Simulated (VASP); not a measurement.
# NaSi16C16 (a cell with a defect) (Na interstitial hop between voids) in VASP: a series of runs, part 2 of 2

VASP 6.6.1.

## (4) Relaxation of the atoms, PBE

The input, INCAR:

```
SYSTEM = NaSi16C16
PREC     = Accurate       ! precision mode
ENCUT    = 520            ! plane-wave cutoff, eV
EDIFF    = 1E-6           ! SCF threshold, eV
ISMEAR   = -1             ! smearing method
SIGMA    = 0.01           ! smearing width, eV
LREAL    = Auto         
LASPH    = .True.         ! aspherical terms in the spheres
NELM     = 60             ! most SCF steps
ALGO     = Normal         ! electronic algorithm
ISIF     = 2              ! what is computed and relaxed
LWAVE    = .False.        ! write WAVECAR
LCHARG   = .False.        ! write CHGCAR
GGA      = PE             ! functional
IBRION   = 2              ! ionic algorithm
NSW      = 90             ! ionic steps
EDIFFG   = -0.02          ! ionic threshold
NELECT   = 134.0
```

The input, KPOINTS:

```
regular mesh
0
Gamma
  1 1 1
  0 0 0
```

The input, POSCAR:

```
NaSi16C16
1.0
    6.1879230300      0.0000000600      0.0000000000
   -3.0939615600      5.3588985100      0.0000000000
    0.0000000000      0.0000000000     10.1287833600
Si C Na
16 16 1
Direct
    0.3333333300      0.1666666700      0.9378448600
    0.1666666700      0.3333333300      0.4378448600
    0.0000000000      0.0000000000      0.6879001300
    0.0000000000      0.0000000000      0.1879001300
    0.3333333300      0.6666666700      0.9378448600
    0.1666666700      0.8333333300      0.4378448600
    0.0000000000      0.5000000000      0.6879001300
    0.0000000000      0.5000000000      0.1879001300
    0.8333333300      0.1666666700      0.9378448600
    0.6666666700      0.3333333300      0.4378448600
    0.5000000000      0.0000000000      0.6879001300
    0.5000000000      0.0000000000      0.1879001300
    0.8333333300      0.6666666700      0.9378448600
    0.6666666700      0.8333333300      0.4378448600
    0.5000000000      0.5000000000      0.6879001300
    0.5000000000      0.5000000000      0.1879001300
    0.3333333300      0.1666666700      0.7498071200
    0.1666666700      0.3333333300      0.2498071200
    0.0000000000      0.0000000000      0.5004468900
    0.0000000000      0.0000000000      0.0004468900
    0.3333333300      0.6666666700      0.7498071200
    0.1666666700      0.8333333300      0.2498071200
    0.0000000000      0.5000000000      0.5004468900
    0.0000000000      0.5000000000      0.0004468900
    0.8333333300      0.1666666700      0.7498071200
    0.6666666700      0.3333333300      0.2498071200
    0.5000000000      0.0000000000      0.5004468900
    0.5000000000      0.0000000000      0.0004468900
    0.8333333300      0.6666666700      0.7498071200
    0.6666666700      0.8333333300      0.2498071200
    0.5000000000      0.5000000000      0.5004468900
    0.5000000000      0.5000000000      0.0004468900
    0.1666670000      0.3333330000      0.8438220000
```

The run is started by

```
$ cat potpaw_PBE.64/Si/POTCAR potpaw_PBE.64/C/POTCAR potpaw_PBE.64/Na_pv/POTCAR > POTCAR
$ mpirun -np 1 vasp_gam > vasp.out
```

Run time: 7.8 min. Hardware: 1 thread of AMD EPYC 7R13 (Zen 3), shared host; peak memory 0.43 GiB.

It converged, with:

- Free energy: -225.8318 eV
- Energy gained by relaxing: 51.8 meV/atom
- Ionic steps: 14
- Largest force after relaxing: 0.014 eV/Å

Forces on the atoms (eV/Å):
```
Si   0.008 -0.005  0.001
Si   0.000  0.000  0.005
Si   0.000  0.006 -0.003
Si   0.000  0.000 -0.001
Si   0.000  0.009  0.001
Si   0.000  0.000  0.002
Si   0.005 -0.003 -0.003
Si   0.000  0.000 -0.001
Si  -0.008 -0.005  0.001
Si   0.000  0.000  0.002
Si   0.000  0.000  0.006
Si   0.000  0.000  0.014
Si   0.000  0.000 -0.005
Si   0.000  0.000  0.002
Si  -0.005 -0.003 -0.003
Si   0.000  0.000 -0.001
C    0.002 -0.001  0.008
C    0.000  0.000 -0.006
C    0.000  0.006 -0.002
C    0.000  0.000 -0.009
C    0.000  0.002  0.008
C   -0.008 -0.005 -0.001
C    0.005 -0.003 -0.002
C    0.000  0.000 -0.009
C   -0.002 -0.001  0.008
C    0.000  0.010 -0.001
C    0.000  0.000  0.009
C    0.000  0.000 -0.004
C    0.000  0.000  0.000
C    0.008 -0.005 -0.001
C   -0.005 -0.003 -0.002
C    0.000  0.000 -0.009
Na   0.000  0.000  0.001
```

Step by step:
```tsv
step	energy change (eV)	largest force (eV/Å)	pressure (GPa)
1	0.0000	6.0833	6.82
2	1.8314	11.4387	8.00
3	-1.4214	1.3659	5.97
4	-1.6045	0.9155	5.80
5	-1.6080	0.9879	5.79
6	-1.6878	0.2290	5.69
7	-1.6956	0.2214	5.66
8	-1.7039	0.1677	5.64
9	-1.7047	0.1562	5.64
10	-1.7075	0.0482	5.64
11	-1.7075	0.0494	5.64
12	-1.7079	0.0273	5.63
13	-1.7079	0.0278	5.63
14	-1.7080	0.0143	5.63
```

Final structure:
```xyz
33
Lattice="6.1879 0.0000 0.0000 -3.0940 5.3589 0.0000 0.0000 0.0000 10.1288" Properties=species:S:1:pos:R:3 pbc="T T T"
Si    1.6386    0.8403    9.6001
Si    0.0000    1.7863    4.4333
Si    3.0940    5.3053    6.9090
Si    3.0940    5.3576    1.9250
Si    0.0000    3.6784    9.6001
Si   -1.5489    4.4646    4.4256
Si    4.5946    2.7062    6.9090
Si    4.6398    2.6801    1.9250
Si    4.5493    0.8403    9.6001
Si    3.0940    1.7886    4.4256
Si    3.0940    0.0000    6.9119
Si    3.0940    0.0000    2.0214
Si    3.0940    3.5726    9.4984
Si    1.5489    4.4646    4.4256
Si    1.5934    2.7062    6.9090
Si    1.5481    2.6801    1.9250
C     1.5892    0.8688    7.5623
C     0.0000    1.7863    2.5150
C     3.0940    5.3551    5.0415
C     0.0000    0.0010   10.1265
C     0.0000    3.6213    7.5623
C    -1.5538    4.4618    2.5268
C     4.6377    2.6813    5.0415
C    -1.5461    2.6789   10.1265
C     4.5988    0.8688    7.5623
C     3.0940    1.7942    2.5268
C     3.0940    0.0000    5.0073
C     3.0940    0.0000    0.1243
C     3.0940    3.5726    7.5726
C     1.5538    4.4618    2.5268
C     1.5503    2.6813    5.0415
C     1.5461    2.6789   10.1265
Na    0.0000    1.7863    8.5119
```

Levels at points of the mesh, in eV from the Fermi level:
```
           k point  band 65  band 66  band 67  band 68  band 69  band 70
(0.00, 0.00, 0.00)    -0.38    -0.38    -0.28     1.47     1.47     1.73
```

Caveat: the k points lie up to 1.17 Å⁻¹ apart; the cell carries a net charge on a neutralising background, which shifts energy and pressure; the cell is charged against a uniform background, so pressure and absolute levels hang on convention.

## (5) Relaxation of the atoms, PBE

The input, INCAR:

```
SYSTEM = NaSi16C16
  PREC = Accurate
  ENCUT = 520
  EDIFF = 1E-6
  ISMEAR = -1
  SIGMA = 0.01
  LREAL = Auto
  LASPH = .TRUE.
  NELM = 60
  ALGO = Normal
  ISIF = 2
  LWAVE = .FALSE.
  LCHARG = .FALSE.
  GGA = PE
  IBRION = 2
  NSW = 90
  EDIFFG = -0.02
  NELECT = 134.0
```

The input, KPOINTS:

```
regular mesh
0
G
  1 1 1
  0 0 0
```

The input, POSCAR:

```
NaSi16C16
1.0
    6.1879230300      0.0000000600      0.0000000000
   -3.0939615600      5.3588985100      0.0000000000
    0.0000000000      0.0000000000     10.1287833600
Si C Na
16 16 1
Direct
    0.3333333300      0.1666666700      0.9378448600
    0.1666667100      0.3333286600      0.4376646500
    0.0000000000      0.0000000000      0.6879001300
   -0.0001394100     -0.0002782300      0.1900949100
    0.3431334300      0.6862685900      0.9478222300
    0.1662385200      0.8331124100      0.4370603900
    0.0000000000      0.5000000000      0.6879001300
   -0.0001380900      0.5001229800      0.1900895800
    0.8333333300      0.1666666700      0.9378448600
    0.6668852000      0.3337695500      0.4370695500
    0.5000000000      0.0000000000      0.6879001300
    0.4999966200      0.0000074600      0.1997694400
    0.8333333300      0.6666666700      0.9378448600
    0.6668827900      0.8331254100      0.4370696800
    0.5098437400      0.5049337700      0.6821839100
    0.5002640800      0.5001352800      0.1900959900
    0.3333333300      0.1666666700      0.7498071200
    0.1666644900      0.3333211300      0.2482330900
   -0.0002973000     -0.0006137500      0.4977823600
    0.0000000000      0.0000000000      0.0004468900
    0.3377596600      0.6755470900      0.7469361900
    0.1650787900      0.8325270500      0.2496267900
   -0.0003003900      0.5003084900      0.4977837200
    0.0000000000      0.5000000000      0.0004468900
    0.8333333300      0.1666666700      0.7498071200
    0.6674655100      0.3349295700      0.2496362700
    0.4999944800      0.0000080300      0.4945975500
    0.5000000000      0.0000000000      0.0004468900
    0.8333333300      0.6666666700      0.7498071200
    0.6674593700      0.8325479500      0.2496343500
    0.5006119500      0.5003146900      0.4977876800
    0.4997655000      0.4998918400     -0.0002511700
   -0.3333330000     -0.1666670000      0.8438220000
```

The run is started by

```
$ cat potpaw_PBE.64/Si/POTCAR potpaw_PBE.64/C/POTCAR potpaw_PBE.64/Na_pv/POTCAR > POTCAR
$ mpirun -np 1 vasp_gam > vasp.out
```

Run time: 6.8 min. Hardware: 1 thread of AMD EPYC 7R13 (Zen 3), shared host; peak memory 0.43 GiB.

The run converged. Its results:

| Property | Result |
| --- | --- |
| Free energy | -225.8315 eV |
| Energy gained by relaxing | 60.0 meV/atom |
| Ionic steps | 16 |
| Largest force after relaxing | 0.013 eV/Å |

Forces on the atoms (eV/Å):
```
Si   0.001 -0.006  0.002
Si  -0.004  0.012  0.002
Si  -0.003  0.000 -0.004
Si   0.001  0.006 -0.003
Si   0.000 -0.006 -0.001
Si  -0.001  0.000  0.000
Si  -0.001  0.000  0.009
Si   0.001  0.005  0.004
Si  -0.006 -0.004  0.002
Si   0.005  0.005  0.003
Si   0.000 -0.004 -0.005
Si   0.003 -0.002 -0.002
Si  -0.002 -0.003 -0.004
Si  -0.001  0.002 -0.001
Si   0.005 -0.003 -0.003
Si   0.005  0.002 -0.002
C   -0.002 -0.003  0.003
C    0.001  0.005 -0.003
C   -0.001  0.008 -0.005
C   -0.005 -0.004 -0.001
C   -0.005 -0.008  0.005
C   -0.003  0.008  0.000
C   -0.002  0.007  0.008
C    0.000 -0.004  0.000
C   -0.009 -0.001  0.007
C    0.002  0.000 -0.002
C   -0.002  0.003 -0.006
C    0.001 -0.009 -0.008
C    0.005 -0.001  0.004
C    0.005  0.000  0.004
C    0.004  0.002 -0.001
C    0.005 -0.007 -0.002
Na   0.002  0.000  0.002
```

Step by step:
| step | energy change (eV) | largest force (eV/Å) | pressure (GPa) |
| --- | --- | --- | --- |
| 1 | 0.0000 | 7.0085 | 6.96 |
| 2 | 1.6045 | 12.5623 | 8.14 |
| 3 | -1.6584 | 1.4015 | 5.92 |
| 4 | -1.8653 | 0.7542 | 5.84 |
| 5 | -1.8802 | 0.8813 | 5.81 |
| 6 | -1.9506 | 0.3357 | 5.73 |
| 7 | -1.9560 | 0.3709 | 5.71 |
| 8 | -1.9736 | 0.2118 | 5.65 |
| 9 | -1.9737 | 0.1921 | 5.65 |
| 10 | -1.9777 | 0.1239 | 5.63 |
| 11 | -1.9778 | 0.0817 | 5.63 |
| 12 | -1.9789 | 0.0496 | 5.63 |
| 13 | -1.9789 | 0.0371 | 5.63 |
| 14 | -1.9792 | 0.0216 | 5.63 |
| 15 | -1.9792 | 0.0212 | 5.63 |
| 16 | -1.9794 | 0.0131 | 5.63 |

Final structure:
```
Si C Na
1.0
     6.18792    0.00000    0.00000
    -3.09396    5.35890    0.00000
     0.00000    0.00000   10.12878
Si C Na
16 16 1
Direct
  0.33423 0.16799 0.93769
  0.16734 0.33364 0.43697
  0.01083 0.00602 0.68216
  0.00081 0.00082 0.19005
  0.31444 0.65824 0.94787
  0.16750 0.83448 0.43699
  0.00090 0.50118 0.68238
  0.00058 0.50079 0.19971
  0.84430 0.18776 0.94780
  0.66673 0.33390 0.43696
  0.49603 0.00629 0.68215
  0.50054 0.00114 0.19006
  0.84402 0.65792 0.94785
  0.66719 0.83407 0.43772
  0.49578 0.49128 0.68213
  0.50034 0.50061 0.19005
  0.33426 0.16791 0.74758
  0.16786 0.33315 0.24951
  0.00117 0.00090 0.49780
  0.00070 0.00099 0.99971
  0.32517 0.66357 0.74661
  0.16810 0.83565 0.24953
  0.00058 0.50068 0.49435
  0.00085 0.50122 0.01234
  0.83905 0.17702 0.74664
  0.66568 0.33352 0.24951
  0.50030 0.00118 0.49779
  0.50107 0.00135 0.99976
  0.83857 0.66312 0.74664
  0.66716 0.83415 0.24825
  0.50010 0.50007 0.49776
  0.50079 0.50146 0.99974
  0.66755 0.83457 0.84044
```

Levels at points of the mesh, in eV from the Fermi level:
```tsv
k point	band 65	band 66	band 67	band 68	band 69	band 70
(0.00, 0.00, 0.00)	-0.38	-0.38	-0.28	1.47	1.47	1.73
```

Caveat: the k points lie up to 1.17 Å⁻¹ apart; the cell carries a net charge on a neutralising background, which shifts energy and pressure; the cell is charged against a uniform background, so pressure and absolute levels hang on convention.
